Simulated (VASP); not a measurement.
# PbF2 (Fluorocronite) (Fm-3m) in VASP: further runs

Aim: see how the results for PbF2 (Fluorocronite) move with the level of theory and the settings. Levels: r2SCAN, revPBE, PBEsol. Tasks: single point, relaxation of cell and atoms.

All numbers are computed with VASP 6.6.1; they aren't measurements. Logs are shortened: lines on timing, memory, paths and dates and some standing lists are left out, and cuts for length are marked.

### 1 The cell of the first run

Symmetry: Fm-3m, No. 225, cubic system. The conventional cell has a = 5.927 Å, b = 5.927 Å, c = 5.927 Å, α = 90.00°, β = 90.00°, γ = 90.00°. Pb (site symmetry m-3m) has 8 F at 2.57 Å within 3.4 Å. Within 3.4 Å of F (site symmetry -43m) lie 4 Pb at 2.57 Å and 6 F at 2.96 Å.

### 2 Single point, r2SCAN

POSCAR reads:

```
PbF2
1.0
    0.0000000000      2.9636600000      2.9636600000
    2.9636600000      0.0000000000      2.9636600000
    2.9636600000      2.9636600000      0.0000000000
Pb F
1 2
Direct
    0.0000000000      0.0000000000      0.0000000000
    0.7500000000      0.7500000000      0.7500000000
    0.2500000000      0.2500000000      0.2500000000
```

INCAR.step1 reads:

```
ALGO     = Normal         # electronic algorithm
EDIFF    = 1E-5           # SCF threshold, eV
ENCUT    = 660            # plane-wave cutoff, eV
GGA      = PE             # functional
GGA_COMPAT= False        
ISMEAR   = -1             # smearing method
LASPH    = True           # aspherical terms in the spheres
LCHARG   = False          # write CHGCAR
LREAL    = False          # projectors in reciprocal space
LWAVE    = True           # write WAVECAR
NBANDS   = 21             # bands
NELM     = 120            # most SCF steps
PREC     = Accurate       # precision mode
SIGMA    = 0.05           # smearing width, eV
```

INCAR.step2 reads:

```
ALGO     = Normal         # electronic algorithm
EDIFF    = 1E-6           # SCF threshold, eV
ENCUT    = 660            # plane-wave cutoff, eV
GGA_COMPAT= False        
ISIF     = 2              # what is computed and relaxed
ISMEAR   = -1             # smearing method
ISTART   = 1            
LASPH    = True           # aspherical terms in the spheres
LCHARG   = True           # write CHGCAR
LELF     = True           # ELF
LMIXTAU  = True         
LREAL    = False          # projectors in reciprocal space
LVHAR    = True         
LWAVE    = False          # write WAVECAR
METAGGA  = R2SCAN         # meta-GGA
NBANDS   = 21             # bands
NELM     = 120            # most SCF steps
PREC     = Accurate       # precision mode
SIGMA    = 0.05           # smearing width, eV
```

KPOINTS reads:

```
k-points
0
Gamma
  8 8 8
```

Potentials or basis: VASP PAW PBE potentials, release 64 (Pb_d, F).

On the command line:

```
$ cat potpaw_PBE.64/Pb_d/POTCAR potpaw_PBE.64/F/POTCAR > POTCAR
$ cp INCAR.step1 INCAR
$ mpirun -np 1 vasp_std > vasp.out
$ cp INCAR.step2 INCAR
$ mpirun -np 1 vasp_std > vasp.out
```

OUTCAR:

```text
EDIFF = 1E-6
   ENCUT = 660
   ISIF = 2
   ISMEAR = -1
   ISTART = 1
   LASPH = True
   LREAL = False
   METAGGA = R2SCAN
   NELM = 120
   PREC = Accurate

 ion  position               nearest neighbor table
   1  0.000  0.000  0.000-   2 2.57   2 2.57   2 2.57   3 2.57   3 2.57   3 2.57   3 2.57   2 2.57

   2  0.750  0.750  0.750-   1 2.57   1 2.57   1 2.57   1 2.57
   3  0.250  0.250  0.250-   1 2.57   1 2.57   1 2.57   1 2.57

  LATTYP: Found a face centered cubic cell.
 ALAT       =     5.9273200000

  Lattice vectors:

 A1 = (   0.0000000000,   2.9636600000,   2.9636600000)
 A2 = (   2.9636600000,   0.0000000000,   2.9636600000)
 A3 = (   2.9636600000,   2.9636600000,   0.0000000000)

Analysis of symmetry for initial positions (statically):
=====================================================================
 Subroutine PRICEL returns:
 Original cell was already a primitive cell.

 Routine SETGRP: Setting up the symmetry group for a
 face centered cubic supercell.

 Subroutine GETGRP returns: Found 48 space group operations
 (whereof 48 operations were pure point group operations)
 out of a pool of 48 trial point group operations.

The static configuration has the point symmetry O_h .

Analysis of symmetry for dynamics (positions and initial velocities):
=====================================================================
 Subroutine PRICEL returns:
 Original cell was already a primitive cell.

 Routine SETGRP: Setting up the symmetry group for a
 face centered cubic supercell.

 Subroutine GETGRP returns: Found 48 space group operations
 (whereof 48 operations were pure point group operations)
 out of a pool of 48 trial point group operations.

The dynamic configuration has the point symmetry O_h .

 Subroutine INISYM returns: Found 48 space group operations
 (whereof 48 operations are pure point group operations),
 and found     1 'primitive' translations

----------------------------------------------------------------------------------------

                                     Primitive cell

  volume of cell :      52.0613

  direct lattice vectors                    reciprocal lattice vectors
     0.000000000  2.963660000  2.963660000    -0.168710311  0.168710311  0.168710311
     2.963660000  0.000000000  2.963660000     0.168710311 -0.168710311  0.168710311
     2.963660000  2.963660000  0.000000000     0.168710311  0.168710311 -0.168710311

  length of vectors
     4.191248166  4.191248166  4.191248166     0.292214830  0.292214830  0.292214830

  position of ions in fractional coordinates (direct lattice)
     0.000000000  0.000000000  0.000000000
     0.750000000  0.750000000  0.750000000
     0.250000000  0.250000000  0.250000000

  ion indices of the primitive-cell ions
   primitive index   ion index
                 1           1
                 2           2
                 3           3

----------------------------------------------------------------------------------------

 KPOINTS: k-points

Automatic generation of k-mesh.
 Grid dimensions read from file:
 generate k-points for:    8    8    8

 Generating k-lattice:

  Cartesian coordinates                     Fractional coordinates (reciprocal lattice)
    -0.021088789  0.021088789  0.021088789     0.125000000  0.000000000  0.000000000
     0.021088789 -0.021088789  0.021088789     0.000000000  0.125000000  0.000000000
     0.021088789  0.021088789 -0.021088789     0.000000000  0.000000000  0.125000000

  Length of vectors
     0.036526854  0.036526854  0.036526854

  Shift w.r.t. Gamma in fractional coordinates (k-lattice)
     0.000000000  0.000000000  0.000000000

 Subroutine IBZKPT returns following result:
 ===========================================

 Found     29 irreducible k-points:

 Following reciprocal coordinates:
            Coordinates               Weight
  0.000000  0.000000  0.000000      1.000000
  0.125000  0.000000  0.000000      8.000000
  0.250000  0.000000  0.000000      8.000000
  0.375000  0.000000  0.000000      8.000000
  0.500000  0.000000  0.000000      4.000000
  0.125000  0.125000  0.000000      6.000000
[... 16 lines left out ...]
  0.500000  0.250000  0.125000     48.000000
 -0.375000  0.250000  0.125000     24.000000
 [... further k-points ...]
   k-points           NKPTS =     29   k-points in BZ     NKDIM =     29   number of bands    NBANDS=     21
   number of dos      NEDOS =    301   number of ions     NIONS =      3
   total plane-waves  NPLWV =  46656
   dimension x,y,z NGX =    36 NGY =   36 NGZ =   36
   dimension x,y,z NGXF=    72 NGYF=   72 NGZF=   72
   ions per type =               1   2
   NGX,Y,Z   is equivalent  to a cutoff of  14.28, 14.28, 14.28 a.u.
   NGXF,Y,Z  is equivalent  to a cutoff of  28.56, 28.56, 28.56 a.u.
 SYSTEM =  unknown system
   PREC   = accura    normal or accurate (medium, high low for compatibility)
   ISTART =      1    job   : 0-new  1-cont  2-samecut
   ICHARG =      0    charge: 1-file 2-atom 10-const
   ISPIN  =      1    spin polarized calculation?
   LNONCOLLINEAR =      F non collinear calculations
   LSORBIT =      F    spin-orbit coupling
   LASPH  =      T    aspherical Exc in radial PAW
   ENCUT  =  660.0 eV  48.51 Ry    6.96 a.u.   8.78  8.78  8.78*2*pi/ulx,y,z
   NELM   =    120;   NELMIN=  2; NELMDL=  0     # of ELM steps
   EDIFF  = 0.1E-05   stopping-criterion for ELM
   LREAL  =      F    real-space projection
[... 7 lines left out ...]
   TEBEG  =    0.0;   TEEND  =   0.0 temperature during run
   PSTRESS=    0.0 pullay stress
   NELECT =      28.0000    total number of electrons
   NUPDOWN=      -1.0000    fix difference up-down
   EMIN   =  10.00;   EMAX   =-10.00  energy-range for DOS
   EFERMI =   0.00;   METHOD = LEGACY
   ISMEAR =    -1;   SIGMA  =   0.05  broadening in eV -4-tet -1-fermi 0-gaus
   EFERMI_NEDOS =   21; number of points for ismear=-14 and -15
   IALGO  =     38    algorithm
   IMIX   =      4    mixing-type and parameters
     AMIX     =   0.40;   BMIX     =  1.00
     AMIX_MAG =   1.60;   BMIX_MAG =  1.00
  volume/ion in A,a.u.               =      17.35       117.11
  Fermi-wavevector in a.u.,A,eV,Ry     =   1.331340  2.515869 24.115883  1.772467
  Thomas-Fermi vector in A             =   2.460359
   LORBIT       =      0    0 simple, 1 ext, 2 COOP (PROOUT), +10 PAW based schemes
   METAGGA = R2SCAN    functional components
   LHFCALC =     F    Hartree Fock is set to
   AEXX    =    0.0000 exact exchange contribution
   IVDW    =     0    specifies the selected vdW correction
   LEPSILON=     F    determine dielectric tensor
   LRPA    =     F    only Hartree local field effects (RPA)
 non-spin polarized calculation
  energy-cutoff  :      660.00
  volume of cell :       52.06
 maximum number of plane-waves:      2044
   NGX = 17   NGY = 17   NGZ = 17

 number of electron      28.0000008 magnetization

 Free energy of the ion-electron system (eV)
  ---------------------------------------------------
  ext. energy  EPLUGINS =         0.00000000
  ---------------------------------------------------
  free energy    TOTEN  =       -70.16931297 eV

  energy without entropy =      -70.16931297  energy(sigma->0) =      -70.16931297

 E-fermi :   2.7240     XC(G=0): -10.0091

 val. band max:        1.5054371744   @ k =  -0.2500   0.5000   0.2500
 cond. band min:       6.4407417616   @ k =   0.5000   0.5000   0.0000
 fundamental gap:      4.9353045872
 Fermi energy:         2.7239647405

 k-point     1 :       0.0000    0.0000    0.0000
  band No.  band energies     occupation
      1     -20.8797      2.00000
      2     -20.2918      2.00000
      3     -13.3583      2.00000
      4     -13.3583      2.00000
      5     -13.3583      2.00000
      6     -13.3082      2.00000
[... 13 lines left out ...]
     20      17.4271      0.00000
     21      19.7690      0.00000

 k-point     2 :       0.1250    0.0000    0.0000
  band No.  band energies     occupation
      1     -20.8516      2.00000
      2     -20.3172      2.00000
      3     -13.3522      2.00000
      4     -13.3522      2.00000
      5     -13.3278      2.00000
      6     -13.3081      2.00000
[... 13 lines left out ...]
     20      16.9488      0.00000
     21      19.0880      0.00000

 k-point     3 :       0.2500    0.0000    0.0000
  band No.  band energies     occupation
      1     -20.7772      2.00000
      2     -20.3835      2.00000
      3     -13.3438      2.00000
      4     -13.3438      2.00000
      5     -13.3014      2.00000
      6     -13.3014      2.00000
[... 13 lines left out ...]
     20      16.3168      0.00000
     21      17.8138      0.00000

 k-point     4 :       0.3750    0.0000    0.0000
  band No.  band energies     occupation
      1     -20.6804      2.00000
      2     -20.4703      2.00000
      3     -13.3440      2.00000
      4     -13.3440      2.00000
      5     -13.2859      2.00000
      6     -13.2859      2.00000
[... 13 lines left out ...]
     20      15.9518      0.00000
     21      16.8059      0.00000

 k-point     5 :       0.5000    0.0000    0.0000
  band No.  band energies     occupation
      1     -20.6047      2.00000
      2     -20.5414      2.00000
      3     -13.3455      2.00000
      4     -13.3455      2.00000
      5     -13.2780      2.00000
      6     -13.2780      2.00000
[... 13 lines left out ...]
     20      15.8441      0.00000
     21      16.4356      0.00000
[... 382 lines left out ...]
     20      19.1394      0.00000
     21      19.5077      0.00000

 k-point    22 :       0.3750    0.2500    0.1250
  band No.  band energies     occupation
      1     -20.7251      2.00000
      2     -20.4271      2.00000
      3     -13.3278      2.00000
      4     -13.3193      2.00000
      5     -13.3126      2.00000
      6     -13.2823      2.00000
[... 13 lines left out ...]
     20      17.3617      0.00000
     21      18.5836      0.00000

 k-point    23 :       0.5000    0.2500    0.1250
  band No.  band energies     occupation
      1     -20.6482      2.00000
      2     -20.4941      2.00000
      3     -13.3287      2.00000
      4     -13.3182      2.00000
      5     -13.2932      2.00000
      6     -13.2597      2.00000
[... 13 lines left out ...]
     20      18.0437      0.00000
     21      18.7557      0.00000

 k-point    24 :      -0.3750    0.2500    0.1250
  band No.  band energies     occupation
      1     -20.5848      2.00000
      2     -20.5531      2.00000
      3     -13.3290      2.00000
      4     -13.3202      2.00000
      5     -13.2813      2.00000
      6     -13.2512      2.00000
[... 13 lines left out ...]
     20      18.3216      0.00000
     21      18.7114      0.00000

 [... further k-points ...]
[... 5 lines left out ...]
  --------------------------------------------------------------------------------------
  -------------------------------------------------------------------------------------
  Total       -0.1281829     -0.1281829     -0.1281829     -0.0000000     -0.0000000      0.0000000
  in kB       -3.9448065     -3.9448065     -3.9448065     -0.0000000     -0.0000000      0.0000000
  external PRESSURE =      -3.9448065 kB  Pullay stress =       0.0000000 kB

 VOLUME and BASIS-vectors are now :
 -----------------------------------------------------------------------------
  energy-cutoff  :      660.00
  volume of cell :       52.06
      direct lattice vectors                 reciprocal lattice vectors
     0.000000000  2.963660000  2.963660000    -0.168710311  0.168710311  0.168710311
     2.963660000  0.000000000  2.963660000     0.168710311 -0.168710311  0.168710311
     2.963660000  2.963660000  0.000000000     0.168710311  0.168710311 -0.168710311

 POSITION                                       TOTAL-FORCE (eV/Angst)
 -----------------------------------------------------------------------------------
      0.00000      0.00000      0.00000        -0.000000     -0.000000      0.000000
      4.44549      4.44549      4.44549        -0.000000     -0.000000     -0.000000
      1.48183      1.48183      1.48183         0.000000      0.000000      0.000000
 -----------------------------------------------------------------------------------
    total drift:                                0.000000      0.000000      0.000000

  FREE ENERGIE OF THE ION-ELECTRON SYSTEM (eV)
  ---------------------------------------------------
  free  energy   TOTEN  =       -70.1693129724 eV

  energy  without entropy=      -70.1693129724  energy(sigma->0) =      -70.16931297
```

Wall time 5.2 min (1 thread of AMD EPYC 7R43 (Zen 3), shared host); peak memory 0.19 GiB.

Results:

```
Free energy            : -70.1693 eV
Pressure               : -0.4 GPa
Band gap on the k mesh : 4.94 eV, indirect (least direct gap 5.08 eV)
```

Caveat: the PAW data sets were made with another functional, which shifts forces and pressure a little; spin-orbit coupling is left out, which moves the levels of the heavy elements.

(Part 1 of 2 ends here.)
